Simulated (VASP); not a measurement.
# I (P-1) in VASP: single point with PBEsol

Aim: the single point of I with PBEsol.

Everything below comes from runs of VASP 6.6.1. Logs are shortened: lines on timing, memory, paths and dates and some standing lists are left out, and cuts for length are marked.

### Step 1. The cell of the first run

The typed cell holds 1 atom: a = 4.389 Å, b = 4.477 Å, c = 3.106 Å, α = 104.43°, β = 113.28°, γ = 110.19°.

### Step 2. Single point, PBEsol (strained)

Contents of INCAR:

```
PREC = Accurate
ENCUT = 520
EDIFF = 1E-6
ISMEAR = 0
SIGMA = 0.1
LREAL = False
LASPH = True
NELM = 100
ALGO = Normal
ISIF = 2
LWAVE = False
LCHARG = True
GGA = PS
LELF = True
LVHAR = True
NBANDS = 10
```

Contents of KPOINTS:

```
regular mesh
0
Gamma
  12 12 18
```

Contents of POSCAR:

```
I
1.0
    2.4941888883     -3.6001649462     -0.2872776348
    2.5778844793      3.6574808120      0.1575173576
   -1.6802607006      0.1245661909      2.6093006688
I
1
Direct
    0.5000000000      0.5000000000      0.5000000000
```

Potentials or basis: VASP PAW PBE potentials, release 64 (I).

Command:

```
> cat potpaw_PBE.64/I/POTCAR > POTCAR
> mpirun -np 1 vasp_std > vasp.out
```

OUTCAR:

```text
PREC = Accurate
   ENCUT = 520
   EDIFF = 1E-6
   ISMEAR = 0
   LREAL = False
   LASPH = True
   NELM = 100
   ISIF = 2
   GGA = PS

 ion  position               nearest neighbor table
   1  0.500  0.500  0.500-

  LATTYP: Found a triclinic cell.
 ALAT       =     5.3776969048
 B/A-ratio  =     1.1203261088
 C/A-ratio  =     0.8872304872
 COS(alpha) =     0.0067026264
 COS(beta)  =     0.6537916178
 COS(gamma) =     0.6970815670

  Lattice vectors:

 A1 = (  -1.7115519664,  -0.3064482476,  -5.0888410604)
 A2 = (   0.8663325129,   3.3510325644,  -4.9313237028)
 A3 = (  -0.8976237787,  -3.7820470029,  -2.7668180264)

Analysis of symmetry for initial positions (statically):
=====================================================================
 Subroutine PRICEL returns:
 Original cell was already a primitive cell.

 Routine SETGRP: Setting up the symmetry group for a
 triclinic supercell.

 Subroutine GETGRP returns: Found  2 space group operations
 (whereof  2 operations were pure point group operations)
 out of a pool of  2 trial point group operations.

The static configuration has the point symmetry S_2 .

Analysis of symmetry for dynamics (positions and initial velocities):
=====================================================================
 Subroutine PRICEL returns:
 Original cell was already a primitive cell.

 Routine SETGRP: Setting up the symmetry group for a
 triclinic supercell.

 Subroutine GETGRP returns: Found  2 space group operations
 (whereof  2 operations were pure point group operations)
 out of a pool of  2 trial point group operations.

The dynamic configuration has the point symmetry S_2 .

 Subroutine INISYM returns: Found  2 space group operations
 (whereof  2 operations are pure point group operations),
 and found     1 'primitive' translations

----------------------------------------------------------------------------------------

                                     Primitive cell

  volume of cell :      47.0658

  direct lattice vectors                    reciprocal lattice vectors
     2.494188888 -3.600164946 -0.287277635     0.202351603 -0.148539741  0.137395617
     2.577884479  3.657480812  0.157517358     0.198830618  0.128020427  0.121925488
    -1.680260701  0.124566191  2.609300669     0.010275480 -0.024082156  0.391011017

  length of vectors
     4.389156444  4.477439670  3.106001085     0.286160412  0.266061401  0.391886656

  position of ions in fractional coordinates (direct lattice)
     0.500000000  0.500000000  0.500000000

  ion indices of the primitive-cell ions
   primitive index   ion index
                 1           1

----------------------------------------------------------------------------------------

 KPOINTS: regular mesh

Automatic generation of k-mesh.
 Grid dimensions read from file:
 generate k-points for:   12   12   18

 Generating k-lattice:

  Cartesian coordinates                     Fractional coordinates (reciprocal lattice)
     0.016862634 -0.012378312  0.011449635     0.083333333  0.000000000 -0.000000000
     0.016569218  0.010668369  0.010160457     0.000000000  0.083333333  0.000000000
     0.000570860 -0.001337898  0.021722834     0.000000000  0.000000000  0.055555556

  Length of vectors
     0.023846701  0.022171783  0.021771481

  Shift w.r.t. Gamma in fractional coordinates (k-lattice)
     0.000000000  0.000000000  0.000000000

 Subroutine IBZKPT returns following result:
 ===========================================

 Found   1300 irreducible k-points:

 Following reciprocal coordinates:
            Coordinates               Weight
  0.000000  0.000000  0.000000      1.000000
  0.083333 -0.000000  0.000000      2.000000
  0.166667 -0.000000  0.000000      2.000000
  0.250000 -0.000000 -0.000000      2.000000
  0.333333 -0.000000 -0.000000      2.000000
  0.416667 -0.000000 -0.000000      2.000000
[... 16 lines left out ...]
  0.250000  0.166667  0.000000      2.000000
  0.333333  0.166667  0.000000      2.000000
 [... further k-points ...]
   k-points           NKPTS =   1300   k-points in BZ     NKDIM =   1300   number of bands    NBANDS=     10
   number of dos      NEDOS =    301   number of ions     NIONS =      1
   total plane-waves  NPLWV =  31104
   dimension x,y,z NGX =    36 NGY =   36 NGZ =   24
   dimension x,y,z NGXF=    72 NGYF=   72 NGZF=   48
   ions per type =               1
   NGX,Y,Z   is equivalent  to a cutoff of  13.64, 13.37, 12.85 a.u.
   NGXF,Y,Z  is equivalent  to a cutoff of  27.27, 26.73, 25.69 a.u.
 SYSTEM =  unknown system
   PREC   = accura    normal or accurate (medium, high low for compatibility)
   ISTART =      0    job   : 0-new  1-cont  2-samecut
   ICHARG =      2    charge: 1-file 2-atom 10-const
   ISPIN  =      1    spin polarized calculation?
   LNONCOLLINEAR =      F non collinear calculations
   LSORBIT =      F    spin-orbit coupling
   LASPH  =      T    aspherical Exc in radial PAW
   ENCUT  =  520.0 eV  38.22 Ry    6.18 a.u.   8.16  8.33  5.78*2*pi/ulx,y,z
   NELM   =    100;   NELMIN=  2; NELMDL= -5     # of ELM steps
   EDIFF  = 0.1E-05   stopping-criterion for ELM
   LREAL  =      F    real-space projection
   EDIFFG = 0.1E-04   stopping-criterion for IOM
   NSW    =      0    number of steps for IOM
   IBRION =     -1    ionic relax: 0-MD 1-quasi-New 2-CG
   NFREE  =      0    steps in history (QN), initial steepest desc. (CG)
   ISIF   =      2    stress and relaxation
   ISYM   =      2    0-nonsym 1-usesym 2-fastsym
   POTIM  = 0.5000    time-step for ionic-motion
   TEBEG  =    0.0;   TEEND  =   0.0 temperature during run
   PSTRESS=    0.0 pullay stress
   NELECT =       7.0000    total number of electrons
   NUPDOWN=      -1.0000    fix difference up-down
   EMIN   =  10.00;   EMAX   =-10.00  energy-range for DOS
   EFERMI =   0.00;   METHOD = LEGACY
   ISMEAR =     0;   SIGMA  =   0.10  broadening in eV -4-tet -1-fermi 0-gaus
   EFERMI_NEDOS =   21; number of points for ismear=-14 and -15
   IALGO  =     38    algorithm
   IMIX   =      4    mixing-type and parameters
     AMIX     =   0.40;   BMIX     =  1.00
     AMIX_MAG =   1.60;   BMIX_MAG =  1.00
  volume/ion in A,a.u.               =      47.07       317.62
  Fermi-wavevector in a.u.,A,eV,Ry     =   0.867372  1.639096 10.236138  0.752335
  Thomas-Fermi vector in A             =   1.985897
   LORBIT       =      0    0 simple, 1 ext, 2 COOP (PROOUT), +10 PAW based schemes
   GGA     = PS    functional components
   LHFCALC =     F    Hartree Fock is set to
   AEXX    =    0.0000 exact exchange contribution
   IVDW    =     0    specifies the selected vdW correction
   LEPSILON=     F    determine dielectric tensor
   LRPA    =     F    only Hartree local field effects (RPA)
 non-spin polarized calculation
 Gauss-broadening in eV      SIGMA  =   0.10
  energy-cutoff  :      520.00
  volume of cell :       47.07
 maximum number of plane-waves:      1287
 NGX is ok and might be reduce to    36
   NGX = 17   NGY = 17   NGZ = 11

 number of electron       7.0000001 magnetization

 Free energy of the ion-electron system (eV)
  ---------------------------------------------------
  ext. energy  EPLUGINS =         0.00000000
  ---------------------------------------------------
  free energy    TOTEN  =        -1.56404613 eV

  energy without entropy =       -1.55768469  energy(sigma->0) =       -1.56086541

 E-fermi :   1.3233     XC(G=0):  -7.8160

 val. band max:        1.3195669108   @ k =  -0.3333   0.0833   0.3333
 cond. band min:       1.3233982149   @ k =  -0.0833  -0.4167   0.3889
 fundamental gap:      0.0038313041
 Fermi energy:         1.3233191757

 k-point     1 :       0.0000    0.0000    0.0000
  band No.  band energies     occupation
      1     -11.3850      2.00000
      2       0.4638      2.00000
      3       0.7327      2.00000
      4       4.0585      0.00000
      5       6.2181      0.00000
      6       9.4667      0.00000
      7      10.5591      0.00000
      8      11.0607      0.00000
      9      12.5873      0.00000
     10      15.8877      0.00000

 k-point     2 :       0.0833   -0.0000    0.0000
  band No.  band energies     occupation
      1     -11.3618      2.00000
      2       0.3744      2.00000
      3       0.5480      2.00000
      4       4.0545      0.00000
      5       6.5178      0.00000
      6       9.6375      0.00000
      7      10.0415      0.00000
      8      11.0448      0.00000
      9      13.4213      0.00000
     10      15.9267      0.00000

 k-point     3 :       0.1667   -0.0000    0.0000
  band No.  band energies     occupation
      1     -11.2972      2.00000
      2      -0.0737      2.00000
      3       0.3351      2.00000
      4       4.0440      0.00000
      5       7.1677      0.00000
      6       9.3086      0.00000
      7      10.3018      0.00000
      8      11.0160      0.00000
      9      15.0122      0.00000
     10      16.1328      0.00000

 k-point     4 :       0.2500   -0.0000   -0.0000
  band No.  band energies     occupation
      1     -11.2057      2.00000
      2      -0.6711      2.00000
      3       0.1614      2.00000
      4       4.0304      0.00000
      5       7.4106      0.00000
      6       9.5229      0.00000
      7      10.9838      0.00000
      8      11.2254      0.00000
      9      16.3422      0.00000
     10      16.4851      0.00000
[... 222 lines left out ...]
 k-point    22 :       0.1667    0.1667    0.0000
  band No.  band energies     occupation
      1     -11.1890      2.00000
      2      -0.8876      2.00000
      3       0.1443      2.00000
      4       4.0838      0.00000
      5       8.3064      0.00000
      6       8.7197      0.00000
      7      11.1366      0.00000
      8      12.2508      0.00000
      9      15.9693      0.00000
     10      16.3266      0.00000

 k-point    23 :       0.2500    0.1667    0.0000
  band No.  band energies     occupation
      1     -11.1043      2.00000
      2      -1.1897      2.00000
      3      -0.1928      2.00000
      4       4.0630      0.00000
      5       8.0113      0.00000
      6       9.7910      0.00000
      7      11.0954      0.00000
      8      13.4028      0.00000
      9      16.0187      0.00000
     10      16.0652      0.00000

 k-point    24 :       0.3333    0.1667    0.0000
  band No.  band energies     occupation
      1     -11.0365      2.00000
      2      -1.4152      2.00000
      3      -0.4158      2.00000
      4       4.0300      0.00000
      5       7.7358      0.00000
      6      10.7927      0.00000
      7      11.2382      0.00000
      8      14.3176      0.00000
      9      15.4957      0.00000
     10      15.9464      0.00000

 [... further k-points ...]
[... 5 lines left out ...]
  --------------------------------------------------------------------------------------
  -------------------------------------------------------------------------------------
  Total       -0.9361646     -0.0345863     -1.8629435     -0.0201046     -0.0988060      0.9212812
  in kB      -31.8681674     -1.1773597    -63.4168351     -0.6843850     -3.3634735     31.3615181
  external PRESSURE =     -32.1541207 kB  Pullay stress =       0.0000000 kB

 VOLUME and BASIS-vectors are now :
 -----------------------------------------------------------------------------
  energy-cutoff  :      520.00
  volume of cell :       47.07
      direct lattice vectors                 reciprocal lattice vectors
     2.494188888 -3.600164946 -0.287277635     0.202351603 -0.148539741  0.137395617
     2.577884479  3.657480812  0.157517358     0.198830618  0.128020427  0.121925488
    -1.680260701  0.124566191  2.609300669     0.010275480 -0.024082156  0.391011017

 POSITION                                       TOTAL-FORCE (eV/Angst)
 -----------------------------------------------------------------------------------
      1.69591      0.09094      1.23977         0.000000     -0.000000      0.000000
 -----------------------------------------------------------------------------------
    total drift:                                0.000000      0.000000      0.000000

  FREE ENERGIE OF THE ION-ELECTRON SYSTEM (eV)
  ---------------------------------------------------
  free  energy   TOTEN  =        -1.5640461300 eV

  energy  without entropy=       -1.5576846889  energy(sigma->0) =       -1.56086541
```

It took 2.3 min on 1 thread of Intel Xeon 6975P-C (Granite Rapids), shared host; peak memory 0.64 GiB.

What came out:

* Free energy: -1.5640 eV
* Pressure: -3.2 GPa

Caveat: the cell differs from its parent crystal (strained); the PAW data sets were made with another functional, which shifts forces and pressure a little; spin-orbit coupling is left out, which moves the levels of the heavy elements; an odd number of electrons without spin polarisation forces a metal; a magnetic or distorted state may lie lower.
